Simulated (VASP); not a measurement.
# SiGe2 (P-3m1) in VASP: single point with r2SCAN

Aim: the single point of SiGe2 with r2SCAN.

Everything below comes from runs of VASP 6.6.1. Logs are shortened: lines on timing, memory, paths and dates and some standing lists are left out, and cuts for length are marked.

## 1. The cell of the first run

It takes space group P-3m1 (No. 164, trigonal). Conventional cell: a = 3.996 Å, b = 3.996 Å, c = 9.787 Å, α = 90.00°, β = 90.00°, γ = 120.00°. Within 3.2 Å of Si (site symmetry 3m) lie 4 Ge at 2.42 to 2.44 Å. Within 3.2 Å of Ge (site symmetry 3m) lie 1 Si at 2.42 Å and 3 Ge at 2.46 Å. Ge (site symmetry 3m) has 3 Si at 2.44 Å and 1 Ge at 2.50 Å within 3.2 Å.

## 2. Single point, r2SCAN

POSCAR

```
SiGe2
1.0
    3.9955312957     -0.0000000289      0.0000000000
   -1.9977656229      3.4602316181      0.0000000000
    0.0000000000      0.0000000000      9.7871257000
Si Ge
2 4
Direct
    0.3333333333      0.6666666667      0.7914950000
    0.6666666667      0.3333333333      0.2085050000
    0.6666666667      0.3333333333      0.4558770000
    0.0000000000      0.0000000000      0.1276240000
    0.3333333333      0.6666666667      0.5441230000
    0.0000000000      0.0000000000      0.8723760000
```

INCAR.step1

```
SYSTEM = SiGe2
ALGO = Normal
EDIFF = 1E-4
ENCUT = 520
GGA = PE
ISMEAR = 0
LASPH = .TRUE.
LCHARG = .FALSE.
LREAL = .FALSE.
LWAVE = .TRUE.
NBANDS = 41
NELM = 80
PREC = Accurate
SIGMA = 0.02
```

INCAR.step2

```
SYSTEM = SiGe2
ALGO = Normal
EDIFF = 1E-7
ENCUT = 520
ISIF = 2
ISMEAR = 0
ISTART = 1
LASPH = .TRUE.
LCHARG = .TRUE.
LELF = .TRUE.
LMIXTAU = .TRUE.
LREAL = .FALSE.
LVHAR = .TRUE.
LWAVE = .FALSE.
METAGGA = R2SCAN
NBANDS = 41
NELM = 80
PREC = Accurate
SIGMA = 0.02
```

KPOINTS

```
k-points
0
G
  12 12 4
  0 0 0
```

Potentials or basis: VASP PAW PBE potentials, release 64 (Si, Ge_d).

On the command line:

```console
> cat potpaw_PBE.64/Si/POTCAR potpaw_PBE.64/Ge_d/POTCAR > POTCAR
> cp INCAR.step1 INCAR
> mpirun -np 1 vasp_std > vasp.out
> cp INCAR.step2 INCAR
> mpirun -np 1 vasp_std > vasp.out
```

OUTCAR:

```text
SYSTEM = SiGe2
   EDIFF = 1E-7
   ENCUT = 520
   ISIF = 2
   ISMEAR = 0
   ISTART = 1
   LASPH = .TRUE.
   LREAL = .FALSE.
   METAGGA = R2SCAN
   NELM = 80
   PREC = Accurate

 ion  position               nearest neighbor table
   1  0.333  0.667  0.791-   5 2.42   6 2.44   6 2.44   6 2.44
   2  0.667  0.333  0.209-   3 2.42   4 2.44   4 2.44   4 2.44
   3  0.667  0.333  0.456-   2 2.42   5 2.46   5 2.46   5 2.46
   4  0.000  0.000  0.128-   2 2.44   2 2.44   2 2.44   6 2.50
   5  0.333  0.667  0.544-   1 2.42   3 2.46   3 2.46   3 2.46
   6  0.000  0.000  0.872-   1 2.44   1 2.44   1 2.44   4 2.50

  LATTYP: Found a hexagonal cell.
 ALAT       =     3.9955312957
 C/A-ratio  =     2.4495179679

  Lattice vectors:

 A1 = (   3.9955312957,  -0.0000000289,   0.0000000000)
 A2 = (  -1.9977656229,   3.4602316181,   0.0000000000)
 A3 = (   0.0000000000,   0.0000000000,   9.7871257000)

Analysis of symmetry for initial positions (statically):
=====================================================================
 Subroutine PRICEL returns:
 Original cell was already a primitive cell.

 Routine SETGRP: Setting up the symmetry group for a
 hexagonal supercell.

 Subroutine GETGRP returns: Found 12 space group operations
 (whereof 12 operations were pure point group operations)
 out of a pool of 24 trial point group operations.

The static configuration has the point symmetry D_3d.

Analysis of symmetry for dynamics (positions and initial velocities):
=====================================================================
 Subroutine PRICEL returns:
 Original cell was already a primitive cell.

 Routine SETGRP: Setting up the symmetry group for a
 hexagonal supercell.

 Subroutine GETGRP returns: Found 12 space group operations
 (whereof 12 operations were pure point group operations)
 out of a pool of 24 trial point group operations.

The dynamic configuration has the point symmetry D_3d.

 Subroutine INISYM returns: Found 12 space group operations
 (whereof 12 operations are pure point group operations),
 and found     1 'primitive' translations

----------------------------------------------------------------------------------------

                                     Primitive cell

  volume of cell :     135.3116

  direct lattice vectors                    reciprocal lattice vectors
     3.995531296 -0.000000029  0.000000000     0.250279607  0.144498996  0.000000000
    -1.997765623  3.460231618  0.000000000     0.000000002  0.288997996  0.000000000
     0.000000000  0.000000000  9.787125700     0.000000000  0.000000000  0.102175044

  length of vectors
     3.995531296  3.995531296  9.787125700     0.288997996  0.288997996  0.102175044

  position of ions in fractional coordinates (direct lattice)
     0.333333333  0.666666667  0.791495000
     0.666666667  0.333333333  0.208505000
     0.666666667  0.333333333  0.455877000
     0.000000000  0.000000000  0.127624000
     0.333333333  0.666666667  0.544123000
     0.000000000  0.000000000  0.872376000

  ion indices of the primitive-cell ions
   primitive index   ion index
                 1           1
                 2           2
                 3           3
                 4           4
                 5           5
                 6           6

----------------------------------------------------------------------------------------

 KPOINTS: k-points

Automatic generation of k-mesh.
 Grid dimensions read from file:
 generate k-points for:   12   12    4

 Generating k-lattice:

  Cartesian coordinates                     Fractional coordinates (reciprocal lattice)
     0.020856634  0.012041583  0.000000000     0.083333333  0.000000000  0.000000000
     0.000000000  0.024083166  0.000000000     0.000000000  0.083333333  0.000000000
     0.000000000  0.000000000  0.025543761     0.000000000  0.000000000  0.250000000

  Length of vectors
     0.024083166  0.024083166  0.025543761

  Shift w.r.t. Gamma in fractional coordinates (k-lattice)
     0.000000000  0.000000000  0.000000000

 Subroutine IBZKPT returns following result:
 ===========================================

 Found     69 irreducible k-points:

 Following reciprocal coordinates:
            Coordinates               Weight
  0.000000  0.000000  0.000000      1.000000
  0.083333  0.000000  0.000000      6.000000
  0.166667  0.000000  0.000000      6.000000
  0.250000  0.000000  0.000000      6.000000
  0.333333  0.000000  0.000000      6.000000
  0.416667  0.000000  0.000000      6.000000
[... 16 lines left out ...]
  0.166667  0.000000  0.250000      6.000000
 -0.000000  0.166667  0.250000      6.000000
 [... further k-points ...]
   k-points           NKPTS =     69   k-points in BZ     NKDIM =     69   number of bands    NBANDS=     41
   number of dos      NEDOS =    301   number of ions     NIONS =      6
   total plane-waves  NPLWV =  72000
   dimension x,y,z NGX =    30 NGY =   30 NGZ =   80
   dimension x,y,z NGXF=    60 NGYF=   60 NGZF=  160
   ions per type =               2   4
   NGX,Y,Z   is equivalent  to a cutoff of  12.48, 12.48, 13.59 a.u.
   NGXF,Y,Z  is equivalent  to a cutoff of  24.96, 24.96, 27.18 a.u.
 SYSTEM =  SiGe2
   PREC   = accura    normal or accurate (medium, high low for compatibility)
   ISTART =      1    job   : 0-new  1-cont  2-samecut
   ICHARG =      0    charge: 1-file 2-atom 10-const
   ISPIN  =      1    spin polarized calculation?
   LNONCOLLINEAR =      F non collinear calculations
   LSORBIT =      F    spin-orbit coupling
   LASPH  =      T    aspherical Exc in radial PAW
   ENCUT  =  520.0 eV  38.22 Ry    6.18 a.u.   7.43  7.43 18.20*2*pi/ulx,y,z
   NELM   =     80;   NELMIN=  2; NELMDL=  0     # of ELM steps
   EDIFF  = 0.1E-06   stopping-criterion for ELM
   LREAL  =      F    real-space projection
   EDIFFG = 0.1E-05   stopping-criterion for IOM
   NSW    =      0    number of steps for IOM
   IBRION =     -1    ionic relax: 0-MD 1-quasi-New 2-CG
   NFREE  =      0    steps in history (QN), initial steepest desc. (CG)
   ISIF   =      2    stress and relaxation
   ISYM   =      2    0-nonsym 1-usesym 2-fastsym
   POTIM  = 0.5000    time-step for ionic-motion
   TEBEG  =    0.0;   TEEND  =   0.0 temperature during run
   PSTRESS=    0.0 pullay stress
   NELECT =      64.0000    total number of electrons
   NUPDOWN=      -1.0000    fix difference up-down
   EMIN   =  10.00;   EMAX   =-10.00  energy-range for DOS
   EFERMI =   0.00;   METHOD = LEGACY
   ISMEAR =     0;   SIGMA  =   0.02  broadening in eV -4-tet -1-fermi 0-gaus
   EFERMI_NEDOS =   21; number of points for ismear=-14 and -15
   IALGO  =     38    algorithm
   IMIX   =      4    mixing-type and parameters
     AMIX     =   0.40;   BMIX     =  1.00
     AMIX_MAG =   1.60;   BMIX_MAG =  1.00
  volume/ion in A,a.u.               =      22.55       152.19
  Fermi-wavevector in a.u.,A,eV,Ry     =   1.275528  2.410398 22.136280  1.626971
  Thomas-Fermi vector in A             =   2.408235
   LORBIT       =      0    0 simple, 1 ext, 2 COOP (PROOUT), +10 PAW based schemes
   METAGGA = R2SCAN    functional components
   LHFCALC =     F    Hartree Fock is set to
   AEXX    =    0.0000 exact exchange contribution
   IVDW    =     0    specifies the selected vdW correction
   LEPSILON=     F    determine dielectric tensor
   LRPA    =     F    only Hartree local field effects (RPA)
 non-spin polarized calculation
 Gauss-broadening in eV      SIGMA  =   0.02
  energy-cutoff  :      520.00
  volume of cell :      135.31
 maximum number of plane-waves:      3679
 NGX is ok and might be reduce to    30
   NGX = 15   NGY = 15   NGZ = 37

 number of electron      64.0000048 magnetization

 Free energy of the ion-electron system (eV)
  ---------------------------------------------------
  ext. energy  EPLUGINS =         0.00000000
  ---------------------------------------------------
  free energy    TOTEN  =       -72.92760148 eV

  energy without entropy =      -72.92760148  energy(sigma->0) =      -72.92760148

 E-fermi :   4.9561     XC(G=0): -10.3580

 val. band max:        4.7729844158   @ k =   0.0000   0.0000   0.0000
 cond. band min:       5.5171215869   @ k =   0.5000   0.0000   0.5000
 fundamental gap:      0.7441371711
 Fermi energy:         4.9560879287

 k-point     1 :       0.0000    0.0000    0.0000
  band No.  band energies     occupation
      1     -20.5022      2.00000
      2     -20.4819      2.00000
      3     -20.4819      2.00000
      4     -20.4194      2.00000
      5     -20.4194      2.00000
      6     -20.4044      2.00000
[... 33 lines left out ...]
     40       8.4502      0.00000
     41       8.8578      0.00000

 k-point     2 :       0.0833    0.0000    0.0000
  band No.  band energies     occupation
      1     -20.5019      2.00000
      2     -20.4838      2.00000
      3     -20.4822      2.00000
      4     -20.4196      2.00000
      5     -20.4194      2.00000
      6     -20.4020      2.00000
[... 33 lines left out ...]
     40       8.5771      0.00000
     41       8.8914      0.00000

 k-point     3 :       0.1667    0.0000    0.0000
  band No.  band energies     occupation
      1     -20.5012      2.00000
      2     -20.4879      2.00000
      3     -20.4819      2.00000
      4     -20.4204      2.00000
      5     -20.4194      2.00000
      6     -20.3975      2.00000
[... 33 lines left out ...]
     40       9.0809      0.00000
     41       9.2635      0.00000

 k-point     4 :       0.2500    0.0000    0.0000
  band No.  band energies     occupation
      1     -20.5002      2.00000
      2     -20.4919      2.00000
      3     -20.4787      2.00000
      4     -20.4215      2.00000
      5     -20.4195      2.00000
      6     -20.3954      2.00000
[... 825 lines left out ...]
     40       8.3205      0.00000
     41       8.8764      0.00000

 k-point    23 :       0.1667    0.0000    0.2500
  band No.  band energies     occupation
      1     -20.5012      2.00000
      2     -20.4879      2.00000
      3     -20.4819      2.00000
      4     -20.4203      2.00000
      5     -20.4194      2.00000
      6     -20.3975      2.00000
[... 33 lines left out ...]
     40       9.3695      0.00000
     41       9.5499      0.00000

 k-point    24 :      -0.0000    0.1667    0.2500
  band No.  band energies     occupation
      1     -20.5012      2.00000
      2     -20.4879      2.00000
      3     -20.4819      2.00000
      4     -20.4204      2.00000
      5     -20.4194      2.00000
      6     -20.3976      2.00000
[... 33 lines left out ...]
     40       9.0149      0.00000
     41       9.3302      0.00000

 [... further k-points ...]
[... 5 lines left out ...]
  --------------------------------------------------------------------------------------
  -------------------------------------------------------------------------------------
  Total       -2.1295063     -2.1295063     -2.1283684      0.0000000      0.0000000     -0.0000000
  in kB      -25.2147483    -25.2147483    -25.2012750      0.0000000      0.0000000     -0.0000000
  external PRESSURE =     -25.2102572 kB  Pullay stress =       0.0000000 kB

 VOLUME and BASIS-vectors are now :
 -----------------------------------------------------------------------------
  energy-cutoff  :      520.00
  volume of cell :      135.31
      direct lattice vectors                 reciprocal lattice vectors
     3.995531296 -0.000000029  0.000000000     0.250279607  0.144498996  0.000000000
    -1.997765623  3.460231618  0.000000000     0.000000002  0.288997996  0.000000000
     0.000000000  0.000000000  9.787125700     0.000000000  0.000000000  0.102175044

 POSITION                                       TOTAL-FORCE (eV/Angst)
 -----------------------------------------------------------------------------------
      0.00000      2.30682      7.74646         0.000000     -0.000000     -0.000311
      1.99777      1.15341      2.04066         0.000000      0.000000      0.000311
      1.99777      1.15341      4.46173         0.000000     -0.000000      0.046393
      0.00000      0.00000      1.24907         0.000000     -0.000000     -0.034235
      0.00000      2.30682      5.32540        -0.000000      0.000000     -0.046393
      0.00000      0.00000      8.53805        -0.000000      0.000000      0.034235
 -----------------------------------------------------------------------------------
    total drift:                                0.000000      0.000000     -0.000000

  FREE ENERGIE OF THE ION-ELECTRON SYSTEM (eV)
  ---------------------------------------------------
  free  energy   TOTEN  =       -72.9276014831 eV

  energy  without entropy=      -72.9276014831  energy(sigma->0) =      -72.92760148
```

It took 30 min on 1 thread of Intel Xeon Platinum 8259CL at 2.50GHz (Skylake/Cascade Lake), shared host; peak memory 0.47 GiB.

Results:

```
Free energy            : -72.9276 eV
Pressure               : -2.5 GPa
Largest force          : 0.046 eV/Å
Band gap on the k mesh : 0.74 eV (least direct gap 0.84 eV)
```

Forces in eV/Å, atoms in the order of the input:
```
Si   0.000  0.000  0.000
Si   0.000  0.000  0.000
Ge   0.000  0.000  0.046
Ge   0.000  0.000 -0.034
Ge   0.000  0.000 -0.046
Ge   0.000  0.000  0.034
```

Levels at points of the mesh, in eV from the valence-band top:
```tsv
k point	band 29	band 30	band 31	band 32	band 33	band 34	band 35	band 36
(0.00, 0.00, 0.00)	-1.10	-0.05	0.00	0.00	0.84	0.97	1.33	2.64
(0.50, 0.00, 0.00)	-3.06	-2.99	-2.08	-1.85	0.96	0.97	1.94	2.09
(0.00, 0.00, 0.50)	-0.67	-0.67	-0.38	-0.38	0.79	1.55	1.59	3.27
(0.50, 0.00, 0.50)	-2.84	-2.72	-1.41	-1.39	0.74	1.15	1.43	2.94
```

Caveat: the PAW data sets were made with another functional, which shifts forces and pressure a little.
